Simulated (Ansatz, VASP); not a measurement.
## One calculation of Pd, two programs

Contents of POSCAR:

```
Pd
1.0
    2.5058634109      0.0000000000      0.0000000000
    0.0000000000      2.5058634109      0.0000000000
    0.0000000000      0.0000000000      2.5058634109
Pd
1
Direct
    0.0000000000      0.0000000000      0.0000000000
```

File INCAR.step1:

```
PREC     = Accurate       # precision mode
ENCUT    = 520            # plane-wave cutoff, eV
ISMEAR   = 0              # smearing method
SIGMA    = 0.1            # smearing width, eV
LREAL    = F              # projectors in reciprocal space
LASPH    = T              # aspherical terms in the spheres
NELM     = 60             # most SCF steps
NBANDS   = 11             # bands
GGA      = PE             # functional
ALGO     = Normal         # electronic algorithm
EDIFF    = 1E-4           # SCF threshold, eV
LWAVE    = T              # write WAVECAR
LCHARG   = F              # write CHGCAR
```

The input INCAR.step2:

```
PREC     = Accurate       # precision mode
ENCUT    = 520            # plane-wave cutoff, eV
EDIFF    = 1E-6           # SCF threshold, eV
ISMEAR   = 0              # smearing method
SIGMA    = 0.1            # smearing width, eV
LREAL    = F              # projectors in reciprocal space
LASPH    = T              # aspherical terms in the spheres
NELM     = 60             # most SCF steps
ALGO     = Normal         # electronic algorithm
ISIF     = 2              # what is computed and relaxed
LWAVE    = F              # write WAVECAR
LCHARG   = F              # write CHGCAR
METAGGA  = R2SCAN         # meta-GGA
LMIXTAU  = T            
NBANDS   = 11             # bands
ISTART   = 1
```

KPOINTS

```
regular mesh
0
Gamma
  8 8 8
```

Input for Ansatz:

```yaml
crystal:
  lattice:
    - [2.5058634109, 0.0, 0.0]
    - [0.0, 2.5058634109, 0.0]
    - [0.0, 0.0, 2.5058634109]
  atoms:
    - { symbol: Pd, position: [0.0, 0.0, 0.0] }
basis:
  ecutwfc: 500
kpoints:
  mp_grid: { grid: [8, 8, 8] }
hamiltonian:
  xc: r2scan
scf:
  occupations: { method: gaussian, width: 0.1 }
  lower_state_search: "off"
output:
  forces: true
  stress: true
  eigenvalues: true
```

Alike in both runs: task single point; functional r2SCAN; k mesh 8 × 8 × 8; occupations gaussian, width 0.1 eV; no spin polarisation.

|  | VASP | Ansatz |
| --- | --- | --- |
| version | VASP 6.6.1 | Ansatz 0.2.0 |
| potentials or method | VASP PAW PBE potentials, release 64 (Pd), cutoff 520 eV | scalar-relativistic, plane waves, PAW |
| valence electrons in the cell | 10 | 18 |

|  | VASP | Ansatz | Ansatz less VASP |
| --- | --- | --- | --- |
| gap on the k mesh at the Fermi level (eV) | none | none | - |
| pressure (GPa) | 17.7 | 16.9 | -0.76 |

VASP's potentials were made for PBE, not for r2SCAN. A gap of «none» marks a metal or a gap that the smearing closes. VASP's potentials hold 10 valence electrons a cell and Ansatz's 18, so a difference there can come from the potentials and not from the codes.
